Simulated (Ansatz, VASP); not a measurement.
## AlGaN2 in VASP and in Ansatz

```
CELL_PARAMETERS angstrom
0.00000 0.00000 4.42236
-3.13853 3.13853 0.00000
-3.13853 -3.13853 0.00000
ATOMIC_POSITIONS crystal
Al 0.50000 0.50000 0.00000
Al 0.50000 0.00000 0.50000
Ga 0.00000 0.50000 0.50000
Ga 0.00000 0.00000 0.00000
N 0.73908 0.25000 0.25000
N 0.73908 0.75000 0.75000
N 0.26092 0.25000 0.75000
N 0.26092 0.75000 0.25000
```

Alike in both runs: functional r2SCAN; k mesh 6 × 6 × 6; occupations gaussian, width 0.02 eV; no spin polarisation.

Ansatz relaxed the structure, and its values are those at the end. VASP's run is a single point on that final structure, the one shown.

|  | VASP | Ansatz |
| --- | --- | --- |
| version | VASP 6.6.1 | Ansatz 0.2.0 |
| potentials or method | VASP PAW PBE potentials, release 64 (Al, Ga_d, N), cutoff 520 eV | scalar-relativistic, plane waves, PAW |
| valence electrons in the cell | 52 | 52 |

Ansatz gave:

| Property | Result |
| --- | --- |
| gap on the k mesh at the Fermi level (eV) | 3.37 |
| least direct gap on the mesh (eV) | 3.37 |
| pressure (GPa) | 0.0 |
| rms of the force components (eV/Å) | 0.000 |

Problem. What did VASP give for the same quantities?

Solution. gap on the k mesh at the Fermi level (eV): 3.38; least direct gap on the mesh (eV): 3.38; pressure (GPa): 0.3; rms of the force components (eV/Å): 0.037.

VASP's potentials were made for PBE, not for r2SCAN. With one functional, cell and mesh, what is left measures potentials, basis and numerics.
